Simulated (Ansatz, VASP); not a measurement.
# Two plane-wave programs on Co

Contents of INCAR:

```
PREC     = Accurate       # precision mode
ENCUT    = 520            # plane-wave cutoff, eV
EDIFF    = 1E-7           # SCF threshold, eV
ISMEAR   = 0              # smearing method
SIGMA    = 0.05           # smearing width, eV
LREAL    = False          # projectors in reciprocal space
LASPH    = True           # aspherical terms in the spheres
NELM     = 150            # most SCF steps
ALGO     = Normal         # electronic algorithm
ISIF     = 2              # what is computed and relaxed
LWAVE    = False          # write WAVECAR
LCHARG   = False          # write CHGCAR
ISPIN    = 2              # spin polarisation
MAGMOM   = 3 0            # initial moments
LORBIT   = 11             # projections on sites
LMAXMIX  = 4              # l up to which the mixer works
LDAU     = True           # DFT+U
LDAUTYPE = 2            
LDAUL    = 2              # shell
LDAUU    = 3.32           # U, eV
LDAUJ    = 0            
LDAUPRINT= 1            
GGA      = PE             # functional
NBANDS   = 20             # bands
```

KPOINTS

```
regular mesh
0
Gamma
  12 12 6
```

POSCAR

```
Co
1.0
    0.0000000000      1.7945000000      1.7945000000
    1.7945000000      0.0000000000      1.7945000000
    3.5890000000      3.5890000000      0.0000000000
Co
2
Direct
    0.0000000000      0.0000000000      0.0000000000
    0.0000000000      0.0000000000      0.5000000000
```

Input for Ansatz:

```yaml
crystal:
  lattice:
    - [0.0, 1.7945, 1.7945]
    - [1.7945, 0.0, 1.7945]
    - [3.589, 3.589, 0.0]
  atoms:
    - { symbol: Co, position: [0.0, 0.0, 0.0], spin: 3.0 }
    - { symbol: Co, position: [0.0, 0.0, 0.5] }
magnetization:
  spin_polarized: true
hamiltonian:
  xc: pbe
  pseudopotentials: { kind: paw }
  hubbard: { sites: [{ species: Co, l: d, u_eff: 3.32 }] }
basis:
  ecutwfc: 420
kpoints:
  mp_grid: { grid: [12, 12, 6] }
scf:
  occupations: { method: gaussian, width: 0.05 }
  lower_state_search: "off"
output:
  forces: true
  stress: true
```

Alike in both runs: task single point; functional PBE; k mesh 12 × 12 × 6; occupations gaussian, width 0.05 eV; collinear spin; Hubbard terms Co d U = 3.32 eV.

```csv
,VASP,Ansatz
version,VASP 6.6.1,Ansatz 0.2.0
potentials or method,"VASP PAW PBE potentials, release 64 (Co), cutoff 520 eV","PAW, plane waves, scalar-relativistic"
valence electrons in the cell,18,34
```

```tsv
	VASP	Ansatz	Ansatz less VASP
pressure (GPa)	-3.7	-0.4	+3.35
traceless stress, the component that is largest in VASP (GPa)	0.51	0.00	-0.509
net moment per atom (μB)	1.76	1.75	-0.012
size of the moment on the site where the two differ most (μB)	1.80	1.84	+0.048
```

Site moments also hang on the region over which each program counts them. The programs project onto different local orbitals, so the same U acts differently, and such runs can settle in different states. VASP's potentials hold 18 valence electrons a cell and Ansatz's 34, so a difference there can come from the potentials and not from the codes. Ansatz's warnings: filled band counts differ across k points, negative dielectric reading.
